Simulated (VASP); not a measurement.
Write the native input for VASP 6.6.1 that does the following.

```
Task                   : single point
Functional             : PBE
Dispersion             : D3(BJ)
Potentials or basis    : VASP PAW PBE potentials, release 64 (Al, O)
Cutoff                 : 520 eV
k mesh                 : 9 × 9 × 4
Occupations            : gaussian, width 0.05 eV
Spin                   : no spin polarisation
Dipole correction      : no
Further INCAR settings : ALGO = Normal; EDIFF = 1e-07; NBANDS = 20
```

The structure of Al2O3 lies in POSCAR:

```
Al2O3
1.0
    2.7812000000      0.0000000000      0.0000000000
   -1.3906000000      2.4085898530      0.0000000000
    0.0000000000      0.0000000000      7.2962596973
Al O
2 3
Direct
    0.0000000000      0.0000000000      0.1907358529
    0.0000000000      0.0000000000      0.8092641471
    0.3333333333      0.6666666667      0.2840924954
    0.6666666667      0.3333333333      0.0000000000
    0.3333333333      0.6666666667      0.7159075046
```

The input as run:

INCAR

```
SYSTEM = Al2O3
PREC = Accurate ; ENCUT = 520
EDIFF = 1E-7 ; ISMEAR = 0
SIGMA = 0.05 ; LREAL = .FALSE.
LASPH = .TRUE. ; NELM = 60
ALGO = Normal ; ISIF = 2
LWAVE = .FALSE. ; LCHARG = .FALSE.
GGA = PE ; IVDW = 12
NBANDS = 20
```

KPOINTS

```
Automatic mesh
0
G
  9 9 4
  0 0 0
```

Potentials or basis: VASP PAW PBE potentials, release 64 (Al, O).

Run with:

```bash
$ cat potpaw_PBE.64/Al/POTCAR potpaw_PBE.64/O/POTCAR > POTCAR
$ mpirun -np 1 vasp_std > vasp.out
```

Results of the run:

```
Pressure                   : 15.2 GPa
Largest force              : 0.760 eV/Å
Band gap on the k mesh     : 5.43 eV (least direct gap 5.59 eV)
Dispersion energy per atom : -0.207 eV
```

Caveat: the cell stands under pressure; an odd mesh through Γ misses points on the zone boundary, where band edges can lie.

Run time: 19 s on 1 thread of AMD EPYC 9R45 96-Core Processor (Zen 5), on a shared host, peak memory 0.16 GiB.
